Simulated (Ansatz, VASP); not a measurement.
# One calculation of SiC5, two programs

File INCAR:

```
PREC = Accurate ; ENCUT = 600
EDIFF = 1E-7 ; ISMEAR = 0
SIGMA = 0.1 ; LREAL = False
LASPH = True ; NELM = 150
ALGO = Normal ; ISIF = 3
LWAVE = False ; LCHARG = False
ISPIN = 2 ; MAGMOM = 0 1 1 1 1 1
LORBIT = 11 ; GGA = PE
IBRION = 2 ; NSW = 90
EDIFFG = -0.04
```

The input KPOINTS:

```
Automatic mesh
0
Gamma
  4 4 4
```

The input POSCAR:

```
SiC5
1.0
    0.0000000000      3.4395548100      3.4395548100
    3.4395548100      0.0000000000      3.4395548100
    3.4395548100      3.4395548100      0.0000000000
Si C
1 5
Direct
    0.5000000000      0.5000000000      0.5000000000
    0.3719714300      0.8760095200      0.8760095200
    0.8760095200      0.8760095200      0.8760095200
    0.2500000000      0.2500000000      0.2500000000
    0.8760095200      0.8760095200      0.3719714300
    0.8760095200      0.3719714300      0.8760095200
```

Input for Ansatz:

```yaml
crystal:
  lattice:
    - [0.0, 3.43955481, 3.43955481]
    - [3.43955481, 0.0, 3.43955481]
    - [3.43955481, 3.43955481, 0.0]
  atoms:
    - { symbol: Si, position: [0.5, 0.5, 0.5] }
    - { symbol: C, position: [0.37197143, 0.87600952, 0.87600952], spin: 1.0 }
    - { symbol: C, position: [0.87600952, 0.87600952, 0.87600952], spin: 1.0 }
    - { symbol: C, position: [0.25, 0.25, 0.25], spin: 1.0 }
    - { symbol: C, position: [0.87600952, 0.87600952, 0.37197143], spin: 1.0 }
    - { symbol: C, position: [0.87600952, 0.37197143, 0.87600952], spin: 1.0 }
basis:
  ecutwfc: 420
kpoints:
  mp_grid: { grid: [4, 4, 4] }
hamiltonian:
  xc: pbe
scf:
  occupations: { method: gaussian, width: 0.1 }
  lower_state_search: "off"
output:
  forces: true
  stress: true
  eigenvalues: true
  populations: true
magnetization:
  spin_polarized: true
relax:
  adjacent_minimum: "off"
  f_tol: 0.04
  max_steps: 70
  cell: { stress_tol: 0.4 }
```

Change from the starting cell: species swapped into the HfNi5 type (F-43m, No. 216).

Alike in both runs: task relaxation of cell and atoms; functional PBE; k mesh 4 × 4 × 4; occupations gaussian, width 0.1 eV; collinear spin.

|  | VASP | Ansatz |
| --- | --- | --- |
| version | VASP 6.6.1 | Ansatz 0.2.0 |
| potentials or method | VASP PAW PBE potentials, release 64 (Si, C), cutoff 600 eV | scalar-relativistic, plane waves, PAW |
| valence electrons in the cell | 24 | 24 |

```csv
,VASP,Ansatz,Ansatz less VASP
"gap on the k mesh at the Fermi level, each at its own relaxed structure (eV)",none,none,-
net moment per atom (μB),0.00,0.02,+0.019
size of the moment on the site where the two differ most (μB),0.00,0.09,+0.085
relaxed volume (Å³/atom),9.52,9.57,+0.044
relaxed cell length with the largest relative difference (Å),4.324,4.330,+0.0067
```

Site moments also hang on the region over which each program counts them. A gap of «none» marks a metal or a gap that the smearing closes. Ansatz's warnings: seeded moment not kept.

The k mesh is coarse, so the values compare programs but aren't converged. Noted on VASP's run: the volume moved by over 15 % at a fixed basis, so the end points are rough.
